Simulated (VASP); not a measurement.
# K (Pm-3m) in VASP: notebook

The runs below take K through single point, relaxation of cell and atoms, with RPBE.

All numbers are computed with VASP 6.6.1; they aren't measurements. Logs are shortened: lines on timing, memory, paths and dates and some standing lists are left out, and cuts for length are marked.

### Step 1. The cell of the first run

It takes space group Pm-3m (No. 221, cubic). The conventional cell has a = 4.422 Å, b = 4.422 Å, c = 4.422 Å, α = 90.00°, β = 90.00°, γ = 90.00°. Within 5.8 Å of K (site symmetry m-3m) lie 6 K at 4.42 Å.

This isn't the form of K at room conditions, which is bcc.

### Step 2. Single point, RPBE

Input file INCAR:

```
SYSTEM = K
  PREC = Accurate
  ENCUT = 520
  EDIFF = 1E-6
  ISMEAR = -1
  SIGMA = 0.1
  LREAL = .False.
  LASPH = .True.
  NELM = 60
  ALGO = Normal
  ISIF = 2
  LWAVE = .False.
  LCHARG = .True.
  GGA = RP
  LELF = .True.
  LVHAR = .True.
  NBANDS = 10
```

Input file KPOINTS:

```
Automatic mesh
0
Gamma
  12 12 12
  0 0 0
```

Input file POSCAR:

```
K
1.0
    4.4220872859      0.0000000000      0.0000000000
    0.0000000000      4.4220872859      0.0000000000
    0.0000000000      0.0000000000      4.4220872859
K
1
Direct
    0.0000000000      0.0000000000      0.0000000000
```

Potentials or basis: VASP PAW PBE potentials, release 64 (K_sv).

Started as:

```console
> cat potpaw_PBE.64/K_sv/POTCAR > POTCAR
> mpirun -np 1 vasp_std > vasp.out
```

OUTCAR:

```text
SYSTEM = K
   PREC = Accurate
   ENCUT = 520
   EDIFF = 1E-6
   ISMEAR = -1
   LREAL = .False.
   LASPH = .True.
   NELM = 60
   ISIF = 2
   GGA = RP

 ion  position               nearest neighbor table
   1  0.000  0.000  0.000-

  LATTYP: Found a simple cubic cell.
 ALAT       =     4.4220872859

  Lattice vectors:

 A1 = (   4.4220872859,   0.0000000000,   0.0000000000)
 A2 = (   0.0000000000,   4.4220872859,   0.0000000000)
 A3 = (   0.0000000000,   0.0000000000,   4.4220872859)

Analysis of symmetry for initial positions (statically):
=====================================================================
 Subroutine PRICEL returns:
 Original cell was already a primitive cell.

 Routine SETGRP: Setting up the symmetry group for a
 simple cubic supercell.

 Subroutine GETGRP returns: Found 48 space group operations
 (whereof 48 operations were pure point group operations)
 out of a pool of 48 trial point group operations.

The static configuration has the point symmetry O_h .

Analysis of symmetry for dynamics (positions and initial velocities):
=====================================================================
 Subroutine PRICEL returns:
 Original cell was already a primitive cell.

 Routine SETGRP: Setting up the symmetry group for a
 simple cubic supercell.

 Subroutine GETGRP returns: Found 48 space group operations
 (whereof 48 operations were pure point group operations)
 out of a pool of 48 trial point group operations.

The dynamic configuration has the point symmetry O_h .

 Subroutine INISYM returns: Found 48 space group operations
 (whereof 48 operations are pure point group operations),
 and found     1 'primitive' translations

----------------------------------------------------------------------------------------

                                     Primitive cell

  volume of cell :      86.4733

  direct lattice vectors                    reciprocal lattice vectors
     4.422087286  0.000000000  0.000000000     0.226137553  0.000000000  0.000000000
     0.000000000  4.422087286  0.000000000     0.000000000  0.226137553  0.000000000
     0.000000000  0.000000000  4.422087286     0.000000000  0.000000000  0.226137553

  length of vectors
     4.422087286  4.422087286  4.422087286     0.226137553  0.226137553  0.226137553

  position of ions in fractional coordinates (direct lattice)
     0.000000000  0.000000000  0.000000000

  ion indices of the primitive-cell ions
   primitive index   ion index
                 1           1

----------------------------------------------------------------------------------------

 KPOINTS: Automatic mesh

Automatic generation of k-mesh.
 Grid dimensions read from file:
 generate k-points for:   12   12   12

 Generating k-lattice:

  Cartesian coordinates                     Fractional coordinates (reciprocal lattice)
     0.018844796  0.000000000  0.000000000     0.083333333  0.000000000  0.000000000
     0.000000000  0.018844796  0.000000000     0.000000000  0.083333333  0.000000000
     0.000000000  0.000000000  0.018844796     0.000000000  0.000000000  0.083333333

  Length of vectors
     0.018844796  0.018844796  0.018844796

  Shift w.r.t. Gamma in fractional coordinates (k-lattice)
     0.000000000  0.000000000  0.000000000

 Subroutine IBZKPT returns following result:
 ===========================================

 Found     84 irreducible k-points:

 Following reciprocal coordinates:
            Coordinates               Weight
  0.000000  0.000000  0.000000      1.000000
  0.083333  0.000000  0.000000      6.000000
  0.166667  0.000000  0.000000      6.000000
  0.250000  0.000000  0.000000      6.000000
  0.333333  0.000000  0.000000      6.000000
  0.416667  0.000000  0.000000      6.000000
[... 16 lines left out ...]
  0.333333  0.333333  0.000000     12.000000
  0.416667  0.333333  0.000000     24.000000
 [... further k-points ...]
   k-points           NKPTS =     84   k-points in BZ     NKDIM =     84   number of bands    NBANDS=     10
   number of dos      NEDOS =    301   number of ions     NIONS =      1
   total plane-waves  NPLWV =  46656
   dimension x,y,z NGX =    36 NGY =   36 NGZ =   36
   dimension x,y,z NGXF=    72 NGYF=   72 NGZF=   72
   ions per type =               1
   NGX,Y,Z   is equivalent  to a cutoff of  13.53, 13.53, 13.53 a.u.
   NGXF,Y,Z  is equivalent  to a cutoff of  27.07, 27.07, 27.07 a.u.
 SYSTEM =  K
   PREC   = accura    normal or accurate (medium, high low for compatibility)
   ISTART =      0    job   : 0-new  1-cont  2-samecut
   ICHARG =      2    charge: 1-file 2-atom 10-const
   ISPIN  =      1    spin polarized calculation?
   LNONCOLLINEAR =      F non collinear calculations
   LSORBIT =      F    spin-orbit coupling
   LASPH  =      T    aspherical Exc in radial PAW
   ENCUT  =  520.0 eV  38.22 Ry    6.18 a.u.   8.22  8.22  8.22*2*pi/ulx,y,z
   NELM   =     60;   NELMIN=  2; NELMDL= -5     # of ELM steps
   EDIFF  = 0.1E-05   stopping-criterion for ELM
   LREAL  =      F    real-space projection
   EDIFFG = 0.1E-04   stopping-criterion for IOM
   NSW    =      0    number of steps for IOM
   IBRION =     -1    ionic relax: 0-MD 1-quasi-New 2-CG
   NFREE  =      0    steps in history (QN), initial steepest desc. (CG)
   ISIF   =      2    stress and relaxation
   ISYM   =      2    0-nonsym 1-usesym 2-fastsym
   POTIM  = 0.5000    time-step for ionic-motion
   TEBEG  =    0.0;   TEEND  =   0.0 temperature during run
   PSTRESS=    0.0 pullay stress
   NELECT =       9.0000    total number of electrons
   NUPDOWN=      -1.0000    fix difference up-down
   EMIN   =  10.00;   EMAX   =-10.00  energy-range for DOS
   EFERMI =   0.00;   METHOD = LEGACY
   ISMEAR =    -1;   SIGMA  =   0.10  broadening in eV -4-tet -1-fermi 0-gaus
   EFERMI_NEDOS =   21; number of points for ismear=-14 and -15
   IALGO  =     38    algorithm
   IMIX   =      4    mixing-type and parameters
     AMIX     =   0.40;   BMIX     =  1.00
     AMIX_MAG =   1.60;   BMIX_MAG =  1.00
  volume/ion in A,a.u.               =      86.47       583.55
  Fermi-wavevector in a.u.,A,eV,Ry     =   0.770067  1.455215  8.068292  0.593003
  Thomas-Fermi vector in A             =   1.871191
   LORBIT       =      0    0 simple, 1 ext, 2 COOP (PROOUT), +10 PAW based schemes
   GGA     = RP    functional components
   LHFCALC =     F    Hartree Fock is set to
   AEXX    =    0.0000 exact exchange contribution
   IVDW    =     0    specifies the selected vdW correction
   LEPSILON=     F    determine dielectric tensor
   LRPA    =     F    only Hartree local field effects (RPA)
 non-spin polarized calculation
  energy-cutoff  :      520.00
  volume of cell :       86.47
 maximum number of plane-waves:      2360
 NGX is ok and might be reduce to    36
   NGX = 17   NGY = 17   NGZ = 17

 number of electron       9.0000000 magnetization

 Free energy of the ion-electron system (eV)
  ---------------------------------------------------
  ext. energy  EPLUGINS =         0.00000000
  ---------------------------------------------------
  free energy    TOTEN  =        -0.85068020 eV

  energy without entropy =       -0.82314576  energy(sigma->0) =       -0.83691298

 E-fermi :  -0.2984     XC(G=0):  -5.1473

 val. band max:       -0.3197440301   @ k =   0.5000   0.0000   0.0000
 cond. band min:      -0.2878278208   @ k =   0.4167   0.2500   0.0833
 fundamental gap:      0.0319162093
 Fermi energy:        -0.2984046754

 k-point     1 :       0.0000    0.0000    0.0000
  band No.  band energies     occupation
      1     -32.8069      2.00000
      2     -16.2127      2.00000
      3     -16.2127      2.00000
      4     -16.2127      2.00000
      5      -2.2413      2.00000
      6       2.6107      0.00000
      7       2.6107      0.00000
      8       5.7041      0.00000
      9       5.7042      0.00000
     10       5.7043      0.00000

 k-point     2 :       0.0833    0.0000    0.0000
  band No.  band energies     occupation
      1     -32.8067      2.00000
      2     -16.2170      2.00000
      3     -16.2124      2.00000
      4     -16.2124      2.00000
      5      -2.1811      2.00000
      6       2.5321      0.00000
      7       2.6423      0.00000
      8       5.3095      0.00000
      9       5.3097      0.00000
     10       5.4424      0.00000

 k-point     3 :       0.1667    0.0000    0.0000
  band No.  band energies     occupation
      1     -32.8062      2.00000
      2     -16.2284      2.00000
      3     -16.2114      2.00000
      4     -16.2114      2.00000
      5      -2.0023      2.00000
      6       2.2486      0.00000
      7       2.7332      0.00000
      8       4.9599      0.00000
      9       4.9599      0.00000
     10       5.1501      0.00000

 k-point     4 :       0.2500    0.0000    0.0000
  band No.  band energies     occupation
      1     -32.8055      2.00000
      2     -16.2440      2.00000
      3     -16.2101      2.00000
      4     -16.2101      2.00000
      5      -1.7100      2.00000
      6       1.7340      0.00000
      7       2.8698      0.00000
      8       4.6697      0.00000
      9       4.6697      0.00000
     10       5.1750      0.00000

 k-point     5 :       0.3333    0.0000    0.0000
  band No.  band energies     occupation
      1     -32.8048      2.00000
      2     -16.2594      2.00000
      3     -16.2088      2.00000
      4     -16.2088      2.00000
      5      -1.3124      1.99992
      6       1.0853      0.00000
      7       3.0251      0.00000
      8       4.4523      0.00000
      9       4.4523      0.00000
     10       5.4864      0.00000

 k-point     6 :       0.4167    0.0000    0.0000
  band No.  band energies     occupation
      1     -32.8043      2.00000
      2     -16.2707      2.00000
      3     -16.2079      2.00000
      4     -16.2079      2.00000
      5      -0.8206      1.98926
      6       0.4113      0.00165
      7       3.1551      0.00000
      8       4.3177      0.00000
      9       4.3177      0.00000
     10       5.9172      0.00000

 k-point     7 :       0.5000    0.0000    0.0000
  band No.  band energies     occupation
      1     -32.8041      2.00000
      2     -16.2749      2.00000
      3     -16.2076      2.00000
      4     -16.2076      2.00000
      5      -0.3197      1.10629
      6      -0.1546      0.38361
      7       3.2071      0.00000
      8       4.2722      0.00000
      9       4.2722      0.00000
     10       5.8392      0.00000

 k-point     8 :       0.0833    0.0833    0.0000
  band No.  band energies     occupation
      1     -32.8065      2.00000
      2     -16.2168      2.00000
      3     -16.2164      2.00000
      4     -16.2120      2.00000
      5      -2.1211      2.00000
      6       2.5232      0.00000
      7       2.6136      0.00000
      8       4.8998      0.00000
      9       5.2049      0.00000
     10       5.6207      0.00000

 k-point     9 :       0.1667    0.0833    0.0000
  band No.  band energies     occupation
      1     -32.8060      2.00000
      2     -16.2280      2.00000
      3     -16.2156      2.00000
      4     -16.2111      2.00000
      5      -1.9429      2.00000
      6       2.2807      0.00000
      7       2.6825      0.00000
      8       4.5450      0.00000
      9       4.9467      0.00000
     10       5.5411      0.00000
[... 118 lines left out ...]
 k-point    19 :       0.2500    0.2500    0.0000
  band No.  band energies     occupation
      1     -32.8041      2.00000
      2     -16.2414      2.00000
      3     -16.2401      2.00000
      4     -16.2076      2.00000
      5      -1.1964      1.99975
      6       2.0817      0.00000
      7       2.1393      0.00000
      8       3.7955      0.00000
      9       4.6973      0.00000
     10       5.1464      0.00000

 k-point    20 :       0.3333    0.2500    0.0000
  band No.  band energies     occupation
      1     -32.8034      2.00000
      2     -16.2560      2.00000
      3     -16.2392      2.00000
      4     -16.2063      2.00000
      5      -0.8133      1.98845
      6       1.4831      0.00000
      7       2.3736      0.00000
      8       3.6268      0.00000
      9       4.6049      0.00000
     10       5.0929      0.00000

 k-point    21 :       0.4167    0.2500    0.0000
  band No.  band energies     occupation
      1     -32.8029      2.00000
      2     -16.2671      2.00000
      3     -16.2381      2.00000
      4     -16.2054      2.00000
      5      -0.3396      1.20308
      6       0.8321      0.00002
      7       2.6875      0.00000
      8       3.3640      0.00000
      9       4.5045      0.00000
     10       5.1138      0.00000

 k-point    22 :       0.5000    0.2500    0.0000
  band No.  band energies     occupation
      1     -32.8027      2.00000
      2     -16.2712      2.00000
      3     -16.2376      2.00000
      4     -16.2050      2.00000
      5       0.1768      0.01712
      6       0.2529      0.00804
      7       2.9891      0.00000
      8       3.0731      0.00000
      9       4.4657      0.00000
     10       5.1281      0.00000

 k-point    23 :       0.3333    0.3333    0.0000
  band No.  band energies     occupation
      1     -32.8027      2.00000
      2     -16.2548      2.00000
      3     -16.2538      2.00000
      4     -16.2050      2.00000
      5      -0.4447      1.62407
      6       1.6729      0.00000
      7       1.8861      0.00000
      8       3.3802      0.00000
      9       4.6504      0.00000
     10       4.9111      0.00000

 k-point    24 :       0.4167    0.3333    0.0000
  band No.  band energies     occupation
      1     -32.8022      2.00000
      2     -16.2653      2.00000
      3     -16.2530      2.00000
      4     -16.2041      2.00000
      5       0.0043      0.09241
      6       1.1413      0.00000
      7       2.1568      0.00000
      8       3.0399      0.00000
      9       4.6078      0.00000
     10       4.8825      0.00000

 [... further k-points ...]
[... 5 lines left out ...]
  --------------------------------------------------------------------------------------
  -------------------------------------------------------------------------------------
  Total       -0.0003096     -0.0003096     -0.0003096     -0.0000000     -0.0000000      0.0000000
  in kB       -0.0057355     -0.0057355     -0.0057355     -0.0000000     -0.0000000      0.0000000
  external PRESSURE =      -0.0057355 kB  Pullay stress =       0.0000000 kB

 VOLUME and BASIS-vectors are now :
 -----------------------------------------------------------------------------
  energy-cutoff  :      520.00
  volume of cell :       86.47
      direct lattice vectors                 reciprocal lattice vectors
     4.422087286  0.000000000  0.000000000     0.226137553  0.000000000  0.000000000
     0.000000000  4.422087286  0.000000000     0.000000000  0.226137553  0.000000000
     0.000000000  0.000000000  4.422087286     0.000000000  0.000000000  0.226137553

 POSITION                                       TOTAL-FORCE (eV/Angst)
 -----------------------------------------------------------------------------------
      0.00000      0.00000      0.00000         0.000000      0.000000      0.000000
 -----------------------------------------------------------------------------------
    total drift:                                0.000000      0.000000     -0.000000

  FREE ENERGIE OF THE ION-ELECTRON SYSTEM (eV)
  ---------------------------------------------------
  free  energy   TOTEN  =        -0.8506801966 eV

  energy  without entropy=       -0.8231457582  energy(sigma->0) =       -0.83691298
```

Run time: 26 s. Hardware: 1 thread of Intel Xeon 6975P-C (Granite Rapids), shared host; peak memory 0.23 GiB.

Results:

* Free energy: -0.8507 eV
* Pressure: 0.0 GPa
* Band gap on the k mesh: zero (an odd number of electrons rules out a gap without spin polarisation)

Caveat: the PAW data sets were made with another functional, which shifts forces and pressure a little.

### Step 3. Relaxation of cell and atoms, RPBE

This run uses another cell than the first one, of 77.03 Å³/atom.

Input file INCAR:

```
SYSTEM = K
ALGO     = Normal         ! electronic algorithm
EDIFF    = 1E-7           ! SCF threshold, eV
EDIFFG   = -0.01          ! ionic threshold
ENCUT    = 600            ! plane-wave cutoff, eV
GGA      = RP             ! functional
IBRION   = 2              ! ionic algorithm
ISIF     = 3              ! what is computed and relaxed
ISMEAR   = -1             ! smearing method
LASPH    = .True.         ! aspherical terms in the spheres
LCHARG   = .False.        ! write CHGCAR
LREAL    = .False.        ! projectors in reciprocal space
LWAVE    = .False.        ! write WAVECAR
NELM     = 60             ! most SCF steps
NSW      = 80             ! ionic steps
PREC     = Accurate       ! precision mode
SIGMA    = 0.1            ! smearing width, eV
```

Input file KPOINTS:

```
k-points
0
Gamma
  8 8 8
  0 0 0
```

Input file POSCAR:

```
K
1.0
    4.2548496140      0.0000000000      0.0000000000
    0.0000000000      4.2548496140      0.0000000000
    0.0000000000      0.0000000000      4.2548496140
K
1
Direct
    0.0000000000      0.0000000000      0.0000000000
```

Potentials or basis: VASP PAW PBE potentials, release 64 (K_sv).

Started as:

```console
> cat potpaw_PBE.64/K_sv/POTCAR > POTCAR
> mpirun -np 1 vasp_std > vasp.out
```

Wall time 35 s (1 thread of Intel Xeon 6975P-C (Granite Rapids), shared host); peak memory 0.22 GiB.

The run converged. Its results:

```
Free energy                           : -0.8517 eV
Relaxed volume                        : 86.30 Å³/atom
Relaxed cell                          : a = 4.419 Å, b = 4.419 Å, c = 4.419 Å, α = 90.00°, β = 90.00°, γ = 90.00°
Space group after relaxing (to 0.1 Å) : Pm-3m (No. 221)
Energy gained by relaxing             : 9.3 meV/atom
Ionic steps                           : 4
Pressure after relaxing               : 0.0 GPa
Band gap on the k mesh                : zero (an odd number of electrons rules out a gap without spin polarisation)
```

The path:
| step | energy change (eV) | largest force (eV/Å) | pressure (GPa) | volume (Å³) |
| --- | --- | --- | --- | --- |
| 1 | 0.0000 | 0.0000 | 0.35 | 77.03 |
| 2 | -0.0036 | 0.0000 | 0.26 | 78.91 |
| 3 | -0.0091 | 0.0000 | 0.05 | 84.73 |
| 4 | -0.0093 | 0.0000 | 0.00 | 86.30 |

Final structure:
```yaml
crystal:
  lattice:
    - [4.41910, 0.00000, 0.00000]
    - [0.00000, 4.41910, 0.00000]
    - [0.00000, 0.00000, 4.41910]
  atoms:
    - { symbol: K, position: [0.00000, 0.00000, 0.00000] }
```

Levels at points of the mesh, in eV from the Fermi level:
```csv
k point,band 1,band 2,band 3,band 4,band 5,band 6,band 7,band 8
"(0.00, 0.00, 0.00)",-32.52,-15.92,-15.92,-15.92,-1.95,2.90,2.90,5.99
"(0.50, 0.00, 0.00)",-32.51,-15.99,-15.92,-15.92,-0.03,0.13,3.50,4.56
"(0.50, 0.50, 0.00)",-32.51,-15.98,-15.98,-15.91,1.15,2.01,2.01,2.02
"(0.50, 0.50, 0.50)",-32.51,-15.97,-15.97,-15.97,2.28,2.28,2.28,4.02
```

Caveat: the PAW data sets were made with another functional, which shifts forces and pressure a little.
